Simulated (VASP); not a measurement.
# LiF (zincblende type) (F-43m) in VASP: further runs

LiF (zincblende type) is run at these levels: PBE, LDA; tasks: single point, relaxation of cell and atoms.

Everything below comes from runs of VASP 6.6.1. Logs are shortened: lines on timing, memory, paths and dates and some standing lists are left out, and cuts for length are marked.

## 1. The cell of the first run

It takes space group F-43m (No. 216, cubic). The conventional cell has a = 4.365 Å, b = 4.365 Å, c = 4.365 Å, α = 90.00°, β = 90.00°, γ = 90.00°. Li (site symmetry -43m) has 4 F at 1.89 Å within 2.5 Å. Within 2.5 Å of F (site symmetry -43m) lie 4 Li at 1.89 Å.

## 2. Single point, PBE

INCAR reads:

```
SYSTEM = LiF
  PREC = Accurate
  ENCUT = 520
  EDIFF = 1E-6
  ISMEAR = -1
  SIGMA = 0.03
  LREAL = .FALSE.
  LASPH = .TRUE.
  NELM = 80
  ALGO = Normal
  ISIF = 2
  LWAVE = .FALSE.
  LCHARG = .FALSE.
  GGA = PE
  NBANDS = 12
```

KPOINTS reads:

```
regular mesh
0
G
  16 16 16
  0 0 0
```

POSCAR reads:

```
LiF
1.0
    0.0000000000      2.1825652598      2.1825652598
    2.1825652598      0.0000000000      2.1825652598
    2.1825652598      2.1825652598      0.0000000000
Li F
1 1
Direct
    0.0000000000      0.0000000000      0.0000000000
    0.2500000000      0.2500000000      0.2500000000
```

Potentials or basis: VASP PAW PBE potentials, release 64 (Li_sv, F).

The run is started by

```
cat potpaw_PBE.64/Li_sv/POTCAR potpaw_PBE.64/F/POTCAR > POTCAR
mpirun -np 1 vasp_std > vasp.out
```

OUTCAR:

```text
SYSTEM = LiF
   PREC = Accurate
   ENCUT = 520
   EDIFF = 1E-6
   ISMEAR = -1
   LREAL = .FALSE.
   LASPH = .TRUE.
   NELM = 80
   ISIF = 2
   GGA = PE

 ion  position               nearest neighbor table
   1  0.000  0.000  0.000-   2 1.89   2 1.89   2 1.89   2 1.89
   2  0.250  0.250  0.250-   1 1.89   1 1.89   1 1.89   1 1.89

  LATTYP: Found a face centered cubic cell.
 ALAT       =     4.3651305196

  Lattice vectors:

 A1 = (   0.0000000000,   2.1825652598,   2.1825652598)
 A2 = (   2.1825652598,   0.0000000000,   2.1825652598)
 A3 = (   2.1825652598,   2.1825652598,   0.0000000000)

Analysis of symmetry for initial positions (statically):
=====================================================================
 Subroutine PRICEL returns:
 Original cell was already a primitive cell.

 Routine SETGRP: Setting up the symmetry group for a
 face centered cubic supercell.

 Subroutine GETGRP returns: Found 24 space group operations
 (whereof 24 operations were pure point group operations)
 out of a pool of 48 trial point group operations.

The static configuration has the point symmetry T_d .

Analysis of symmetry for dynamics (positions and initial velocities):
=====================================================================
 Subroutine PRICEL returns:
 Original cell was already a primitive cell.

 Routine SETGRP: Setting up the symmetry group for a
 face centered cubic supercell.

 Subroutine GETGRP returns: Found 24 space group operations
 (whereof 24 operations were pure point group operations)
 out of a pool of 48 trial point group operations.

The dynamic configuration has the point symmetry T_d .

 Subroutine INISYM returns: Found 24 space group operations
 (whereof 24 operations are pure point group operations),
 and found     1 'primitive' translations

----------------------------------------------------------------------------------------

                                     Primitive cell

  volume of cell :      20.7937

  direct lattice vectors                    reciprocal lattice vectors
     0.000000000  2.182565260  2.182565260    -0.229088224  0.229088224  0.229088224
     2.182565260  0.000000000  2.182565260     0.229088224 -0.229088224  0.229088224
     2.182565260  2.182565260  0.000000000     0.229088224  0.229088224 -0.229088224

  length of vectors
     3.086613391  3.086613391  3.086613391     0.396792444  0.396792444  0.396792444
[... 88 lines left out ...]
   ISYM   =      2    0-nonsym 1-usesym 2-fastsym
   POTIM  = 0.5000    time-step for ionic-motion
   TEBEG  =    0.0;   TEEND  =   0.0 temperature during run
   PSTRESS=    0.0 pullay stress
   NELECT =      10.0000    total number of electrons
   NUPDOWN=      -1.0000    fix difference up-down
   EMIN   =  10.00;   EMAX   =-10.00  energy-range for DOS
   EFERMI =   0.00;   METHOD = LEGACY
   ISMEAR =    -1;   SIGMA  =   0.03  broadening in eV -4-tet -1-fermi 0-gaus
   EFERMI_NEDOS =   21; number of points for ismear=-14 and -15
   IALGO  =     38    algorithm
   IMIX   =      4    mixing-type and parameters
     AMIX     =   0.40;   BMIX     =  1.00
     AMIX_MAG =   1.60;   BMIX_MAG =  1.00
  volume/ion in A,a.u.               =      10.40        70.16
  Fermi-wavevector in a.u.,A,eV,Ry     =   1.282619  2.423798 22.383093  1.645111
  Thomas-Fermi vector in A             =   2.414920
   LORBIT       =      0    0 simple, 1 ext, 2 COOP (PROOUT), +10 PAW based schemes
   GGA     = PE    functional components
   LHFCALC =     F    Hartree Fock is set to
   AEXX    =    0.0000 exact exchange contribution
   IVDW    =     0    specifies the selected vdW correction
   LEPSILON=     F    determine dielectric tensor
   LRPA    =     F    only Hartree local field effects (RPA)
 non-spin polarized calculation
  energy-cutoff  :      520.00
  volume of cell :       20.79
 maximum number of plane-waves:       569
   NGX = 11   NGY = 11   NGZ = 11

 number of electron      10.0000000 magnetization

 number of electron       9.9999991 magnetization

 Free energy of the ion-electron system (eV)
  ---------------------------------------------------
  ext. energy  EPLUGINS =         0.00000000
  ---------------------------------------------------
  free energy    TOTEN  =        -9.62859228 eV

  energy without entropy =       -9.62859228  energy(sigma->0) =       -9.62859228

 E-fermi :  -2.0249     XC(G=0):  -8.6345

 val. band max:       -2.7607021401   @ k =   0.0000   0.0000   0.0000
 cond. band min:       4.8753848980   @ k =   0.0000   0.0000   0.0000
 fundamental gap:      7.6360870381
 Fermi energy:        -2.0249213964

 k-point     1 :       0.0000    0.0000    0.0000
  band No.  band energies     occupation
      1     -43.2496      2.00000
      2     -22.0196      2.00000
      3      -2.7607      2.00000
      4      -2.7607      2.00000
      5      -2.7607      2.00000
      6       4.8754      0.00000
      7      16.2773      0.00000
      8      16.2773      0.00000
      9      16.2773      0.00000
     10      24.6554      0.00000
     11      24.6554      0.00000
     12      24.6554      0.00000
[... 331 lines left out ...]
 k-point    24 :      -0.0625    0.0625    0.0000
  band No.  band energies     occupation
      1     -43.2467      2.00000
      2     -22.0037      2.00000
      3      -2.9588      2.00000
      4      -2.8192      2.00000
      5      -2.7704      2.00000
      6       5.1647      0.00000
      7      16.1277      0.00000
      8      16.1577      0.00000
      9      16.4114      0.00000
     10      22.9140      0.00000
     11      22.9169      0.00000
     12      25.2447      0.00000

 [... further k-points ...]

------------------------ aborting loop because EDIFF is reached ----------------------------------------

  FORCE on cell =-STRESS in cart. coord.  units (eV):
  Direction    XX          YY          ZZ          XY          YZ          ZX
  --------------------------------------------------------------------------------------
  -------------------------------------------------------------------------------------
  Total       -0.0300188     -0.0300188     -0.0300188      0.0000000      0.0000000      0.0000000
  in kB       -2.3129811     -2.3129811     -2.3129811      0.0000000      0.0000000      0.0000000
  external PRESSURE =      -2.3129811 kB  Pullay stress =       0.0000000 kB

 VOLUME and BASIS-vectors are now :
 -----------------------------------------------------------------------------
  energy-cutoff  :      520.00
  volume of cell :       20.79
      direct lattice vectors                 reciprocal lattice vectors
     0.000000000  2.182565260  2.182565260    -0.229088224  0.229088224  0.229088224
     2.182565260  0.000000000  2.182565260     0.229088224 -0.229088224  0.229088224
     2.182565260  2.182565260  0.000000000     0.229088224  0.229088224 -0.229088224

 POSITION                                       TOTAL-FORCE (eV/Angst)
 -----------------------------------------------------------------------------------
      0.00000      0.00000      0.00000        -0.000000     -0.000000     -0.000000
      1.09128      1.09128      1.09128         0.000000      0.000000      0.000000
 -----------------------------------------------------------------------------------
    total drift:                                0.000000      0.000000      0.000000

  FREE ENERGIE OF THE ION-ELECTRON SYSTEM (eV)
  ---------------------------------------------------
  free  energy   TOTEN  =        -9.6285922827 eV

  energy  without entropy=       -9.6285922827  energy(sigma->0) =       -9.62859228
```

OSZICAR:

```text
N       E                     dE             d eps       ncg     rms          rms(c)
DAV:   1     0.330925724955E+02    0.33093E+02   -0.51542E+03  3576   0.821E+02
DAV:   2    -0.898418982795E+01   -0.42077E+02   -0.41262E+02  4168   0.184E+02
DAV:   3    -0.103206030097E+02   -0.13364E+01   -0.13314E+01  4616   0.293E+01
DAV:   4    -0.103430537412E+02   -0.22451E-01   -0.22449E-01  3924   0.414E+00
DAV:   5    -0.103434786233E+02   -0.42488E-03   -0.42488E-03  4756   0.445E-01    0.522E+00
DAV:   6    -0.959803269639E+01    0.74545E+00   -0.36055E+00  3776   0.115E+01    0.166E+00
DAV:   7    -0.960866182441E+01   -0.10629E-01   -0.25143E-02  4064   0.142E+00    0.102E+00
DAV:   8    -0.962818496005E+01   -0.19523E-01   -0.28181E-02  4000   0.163E+00    0.190E-01
DAV:   9    -0.962813647140E+01    0.48489E-04   -0.15103E-03  4340   0.323E-01    0.752E-02
DAV:  10    -0.962860393203E+01   -0.46746E-03   -0.81549E-04  3968   0.205E-01    0.452E-02
DAV:  11    -0.962859093824E+01    0.12994E-04   -0.49763E-05  4112   0.601E-02    0.906E-03
DAV:  12    -0.962859230605E+01   -0.13678E-05   -0.34326E-06  4132   0.164E-02    0.155E-03
DAV:  13    -0.962859228273E+01    0.23320E-07   -0.24447E-07  3244   0.399E-03
   1 F= -.96285923E+01 E0= -.96285923E+01  d E =-.671964E-12
```

Wall time 20 s (1 thread of Intel Xeon Platinum 8259CL at 2.50GHz (Skylake/Cascade Lake), shared host); peak memory 0.15 GiB.

Results:

```yaml
Free_energy: -9.6286 eV
Band_gap_on_the_k_mesh: 7.64 eV, direct
```

Caveat: the cutoff is under 1.25 times the usual one of these potentials, so pressure, stress and relaxed cells hold a basis-set (Pulay) error. A k mesh can miss the band edges.

## 3. Single point, PBE (volume scaled by 1.02)

INCAR reads:

```
PREC     = Accurate       # precision mode
ENCUT    = 520            # plane-wave cutoff, eV
EDIFF    = 1E-6           # SCF threshold, eV
ISMEAR   = -1             # smearing method
SIGMA    = 0.03           # smearing width, eV
LREAL    = F              # projectors in reciprocal space
LASPH    = T              # aspherical terms in the spheres
NELM     = 100            # most SCF steps
ALGO     = Normal         # electronic algorithm
ISIF     = 2              # what is computed and relaxed
LWAVE    = F              # write WAVECAR
LCHARG   = F              # write CHGCAR
GGA      = PE             # functional
NBANDS   = 12             # bands
```

KPOINTS reads:

```
regular mesh
0
Gamma
  16 16 16
```

POSCAR reads:

```
LiF
1.0
    0.0000000000      2.1970197556      2.1970197556
    2.1970197556      0.0000000000      2.1970197556
    2.1970197556      2.1970197556      0.0000000000
Li F
1 1
Direct
    0.0000000000      0.0000000000      0.0000000000
    0.2500000000      0.2500000000      0.2500000000
```

Potentials or basis: VASP PAW PBE potentials, release 64 (Li_sv, F).

The run is started by

```
cat potpaw_PBE.64/Li_sv/POTCAR potpaw_PBE.64/F/POTCAR > POTCAR
mpirun -np 1 vasp_std > vasp.out
```

Wall time 20 s (1 thread of Intel Xeon Platinum 8259CL at 2.50GHz (Skylake/Cascade Lake), shared host); peak memory 0.15 GiB.

It converged, with:

| Item | Value |
| --- | --- |
| Free energy | -9.6277 eV |
| Band gap on the k mesh | 7.53 eV, direct |

Levels at points of the mesh, in eV from the valence-band top:
```tsv
k point	band 1	band 2	band 3	band 4	band 5	band 6	band 7	band 8	band 9	band 10
(0.00, 0.00, 0.00)	-40.55	-19.23	0.00	0.00	0.00	7.53	18.87	18.87	18.87	27.14
(0.50, 0.00, 0.00)	-40.52	-19.07	-1.81	-0.23	-0.23	11.50	14.30	18.53	18.53	25.33
(0.50, 0.50, 0.00)	-40.51	-19.02	-1.29	-0.72	-0.72	10.37	15.43	18.73	18.73	20.63
```

Caveat: the cell differs from its parent crystal (volume scaled by 1.02); the cutoff is under 1.25 times the usual one of these potentials, so pressure, stress and relaxed cells hold a basis-set (Pulay) error.

## 4. Single point, PBE (volume scaled by 1.04)

INCAR reads:

```
ALGO = Normal ; EDIFF = 1E-7
ENCUT = 520 ; GGA = PE
ISIF = 2 ; ISMEAR = -1
LASPH = T ; LCHARG = F
LREAL = F ; LWAVE = F
NBANDS = 12 ; NELM = 60
PREC = Accurate ; SIGMA = 0.03
```

KPOINTS reads:

```
k-points
0
Gamma
  16 16 16
```

POSCAR reads:

```
LiF
1.0
    0.0000000000      2.2112865174      2.2112865174
    2.2112865174      0.0000000000      2.2112865174
    2.2112865174      2.2112865174      0.0000000000
Li F
1 1
Direct
    0.0000000000      0.0000000000      0.0000000000
    0.2500000000      0.2500000000      0.2500000000
```

The run is started by

```
cat potpaw_PBE.64/Li_sv/POTCAR potpaw_PBE.64/F/POTCAR > POTCAR
mpirun -np 1 vasp_std > vasp.out
```

It took 21 s on 1 thread of Intel Xeon Platinum 8259CL at 2.50GHz (Skylake/Cascade Lake), shared host; peak memory 0.15 GiB.

The run converged. Its results:

- Free energy: -9.6244 eV
- Band gap on the k mesh: 7.43 eV, direct

Levels at points of the mesh, in eV from the valence-band top:
```csv
k point,band 2,band 3,band 4,band 5,band 6,band 7,band 8,band 9
"(0.00, 0.00, 0.00)",-19.20,0.00,0.00,0.00,7.43,18.70,18.70,18.70
"(0.50, 0.00, 0.00)",-19.04,-1.77,-0.23,-0.23,11.38,14.12,18.37,18.37
"(0.50, 0.50, 0.00)",-19.00,-1.26,-0.70,-0.70,10.31,15.29,18.52,18.52
```

Caveat: the cell differs from its parent crystal (volume scaled by 1.04); the cutoff is under 1.25 times the usual one of these potentials, so pressure, stress and relaxed cells hold a basis-set (Pulay) error. A k mesh can miss the band edges.

## 5. Relaxation of cell and atoms, PBE

This run uses another cell than the first one, of 11.12 Å³/atom, 1.070 times its volume.

INCAR reads:

```
ALGO = Normal ; EDIFF = 1E-6
EDIFFG = -0.005 ; ENCUT = 600
GGA = PE ; IBRION = 2
ISIF = 3 ; ISMEAR = -1
LASPH = T ; LCHARG = F
LREAL = F ; LWAVE = F
NELM = 80 ; NSW = 100
PREC = Accurate ; SIGMA = 0.03
```

KPOINTS is that of step 4.

POSCAR reads:

```
LiF
1.0
    0.0000000000      2.2322827293      2.2322827293
    2.2322827293      0.0000000000      2.2322827293
    2.2322827293      2.2322827293      0.0000000000
Li F
1 1
Direct
    0.0000000000      0.0000000000      0.0000000000
    0.2500000000      0.2500000000      0.2500000000
```

The run is started by

```
cat potpaw_PBE.64/Li_sv/POTCAR potpaw_PBE.64/F/POTCAR > POTCAR
mpirun -np 1 vasp_std > vasp.out
```

Run time: 64 s. Hardware: 1 thread of Intel Xeon Platinum 8488C (Sapphire Rapids), shared host; peak memory 0.17 GiB.

Results (log left out):

- Free energy: -9.6367 eV
- Relaxed volume: 10.28 Å³/atom
- Relaxed cell: a = 3.075 Å, b = 3.075 Å, c = 3.075 Å, α = 60.00°, β = 60.00°, γ = 60.00°
- Space group after relaxing (to 0.05 Å): F-43m (No. 216)
- Energy gained by relaxing: 9.8 meV/atom
- Ionic steps: 4
- Pressure after relaxing: 0.0 GPa
- Band gap on the k mesh: 7.70 eV, direct

The path:
```tsv
step	energy change (eV)	largest force (eV/Å)	pressure (GPa)	volume (Å³)
1	0.0000	0.0000	-3.50	22.25
2	-0.0136	0.0000	-2.07	21.47
3	-0.0196	0.0000	-0.30	20.69
4	-0.0197	0.0000	-0.01	20.56
```

Final structure:
```
Li F
1.0
     0.00000    2.17452    2.17452
     2.17452    0.00000    2.17452
     2.17452    2.17452    0.00000
Li F
1 1
Direct
  0.00000 0.00000 0.00000
  0.25000 0.25000 0.25000
```

Levels at points of the mesh, in eV from the valence-band top:
| k point | band 3 | band 4 | band 5 | band 6 | band 7 | band 8 |
| --- | --- | --- | --- | --- | --- | --- |
| (0.00, 0.00, 0.00) | 0.00 | 0.00 | 0.00 | 7.70 | 19.14 | 19.14 |
| (0.50, 0.00, 0.00) | -1.89 | -0.25 | -0.25 | 11.70 | 14.59 | 18.79 |
| (0.50, 0.50, 0.00) | -1.34 | -0.76 | -0.76 | 10.47 | 15.67 | 19.07 |

Caveat: the cutoff is under 1.25 times the usual one of these potentials, so pressure, stress and relaxed cells hold a basis-set (Pulay) error.

## 6. Single point, LDA

INCAR reads:

```
  PREC = Accurate
  ENCUT = 520
  EDIFF = 1E-7
  ISMEAR = -1
  SIGMA = 0.03
  LREAL = False
  LASPH = True
  NELM = 60
  ALGO = Normal
  ISIF = 2
  LWAVE = False
  LCHARG = False
  NBANDS = 12
```

KPOINTS reads:

```
Automatic mesh
0
Gamma
  16 16 16
```

POSCAR reads:

```
LiF
1.0
    0.0000000000      2.1825652598      2.1825652598
    2.1825652598      0.0000000000      2.1825652598
    2.1825652598      2.1825652598      0.0000000000
Li F
1 1
Direct
    0.0000000000      0.0000000000      0.0000000000
    0.2500000000      0.2500000000      0.2500000000
```

Potentials or basis: VASP PAW LDA potentials, release 64 (Li_sv, F).

The run is started by

```
cat potpaw_LDA.64/Li_sv/POTCAR potpaw_LDA.64/F/POTCAR > POTCAR
mpirun -np 1 vasp_std > vasp.out
```

It took 14 s on 1 thread of Intel Xeon Platinum 8488C (Sapphire Rapids), shared host; peak memory 0.14 GiB.

Results (log left out):

* Free energy: -10.3406 eV
* Band gap on the k mesh: 7.32 eV, direct

Levels at points of the mesh, in eV from the valence-band top:
```csv
k point,band 1,band 2,band 3,band 4,band 5,band 6,band 7,band 8,band 9,band 10
"(0.00, 0.00, 0.00)",-39.34,-18.83,0.00,0.00,0.00,7.32,18.57,18.57,18.57,26.98
"(0.50, 0.00, 0.00)",-39.31,-18.66,-1.94,-0.25,-0.25,11.25,14.14,18.25,18.25,25.17
"(0.50, 0.50, 0.00)",-39.30,-18.61,-1.36,-0.77,-0.77,9.99,15.19,18.50,18.50,20.58
```

Caveat: the cutoff is under 1.25 times the usual one of these potentials, so pressure, stress and relaxed cells hold a basis-set (Pulay) error. A k mesh can miss the band edges.

## 7. Overview

```tsv
task	level	potentials or basis	cell	cutoff (eV)	gap on the mesh (eV)
single point	PBE	VASP PAW PBE potentials, release 64 (Li_sv, F)	a = 3.087 Å, angles 60.0°, 2 atoms	520	7.64
single point	PBE	VASP PAW PBE potentials, release 64 (Li_sv, F)	a = 3.107 Å, angles 60.0°, 2 atoms	520	7.53
single point	PBE	VASP PAW PBE potentials, release 64 (Li_sv, F)	a = 3.127 Å, angles 60.0°, 2 atoms	520	7.43
relaxation of cell and atoms	PBE	VASP PAW PBE potentials, release 64 (Li_sv, F)	relaxed from a = 3.157 Å, angles 60.0°, 2 atoms	600	7.70
single point	LDA	VASP PAW LDA potentials, release 64 (Li_sv, F)	a = 3.087 Å, angles 60.0°, 2 atoms	520	7.32
```

Alike in all rows: no spin polarisation; k mesh 16 × 16 × 16; smearing fermi-dirac 0.03 eV.

Caveats: the cutoff is under 1.25 times the usual one of these potentials, so pressure, stress and relaxed cells hold a basis-set (Pulay) error.

Total energies depend on the potentials used, so only differences within one code and one set of settings carry meaning.
